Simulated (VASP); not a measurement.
## Ti6H: single point with PBE

The system is Ti6H, a slab with vacuum.

```
CELL_PARAMETERS angstrom
5.66395 0.00000 0.00000
0.00000 4.57935 0.00000
0.00000 0.00000 24.55069
ATOMIC_POSITIONS crystal
Ti 0.25000 0.00000 0.16293
Ti 0.75000 0.00000 0.16293
Ti 0.00000 0.50000 0.21677
Ti 0.50000 0.50000 0.21677
Ti 0.25000 0.00000 0.27062
Ti 0.75000 0.00000 0.27062
Ti 0.25000 0.50000 0.32566
Ti 0.75000 0.50000 0.32566
Ti 0.00000 0.00000 0.37797
Ti 0.50000 0.00000 0.37797
Ti 0.25000 0.50000 0.42975
Ti 0.75000 0.50000 0.42975
H 0.80270 0.00000 0.47415
H 0.19730 0.00000 0.47415
```

```yaml
Program: VASP 6.6.1
Task: single point
Functional: PBE
Potentials_or_basis: VASP PAW PBE potentials, release 64 (Ti_sv, H)
Cutoff: 520 eV
k_mesh: 5 × 6 × 1
Occupations: gaussian, width 0.1 eV
Spin: no spin polarisation
Dipole_correction: yes
Further_INCAR_settings: ALGO = Normal; EDIFF = 1e-06; NBANDS = 86
```

```
Largest force          : 1.504 eV/Å
Band gap on the k mesh : zero (bands 73 and 74 overlap by 0.20 eV)
```

Forces in eV/Å, atoms in the order of the input:
```
Ti  -0.005  0.000  0.476
Ti   0.005  0.000  0.476
Ti   0.000  0.000 -0.084
Ti   0.000  0.000 -0.094
Ti   0.006  0.000 -0.387
Ti  -0.006  0.000 -0.387
Ti  -0.008  0.000  0.099
Ti   0.008  0.000  0.099
Ti   0.000  0.000  1.155
Ti   0.000  0.000  0.324
Ti  -0.049  0.000  0.635
Ti   0.049  0.000  0.635
H   -0.299  0.000 -1.474
H    0.299  0.000 -1.474
```

Levels at points of the mesh, in eV from the Fermi level:
```tsv
k point	band 69	band 70	band 71	band 72	band 73	band 74	band 75	band 76	band 77	band 78
(0.00, 0.00, 0.00)	-0.61	-0.52	-0.32	-0.11	-0.05	0.04	0.07	0.27	0.29	0.31
(0.00, 0.50, 0.00)	-0.49	-0.27	-0.26	-0.17	-0.10	0.07	0.24	0.28	0.33	0.52
```

Run time: 41 min on 1 thread of Intel(R) Xeon(R) Platinum 8488C (Sapphire Rapids), on a shared host, peak memory 0.87 GiB.
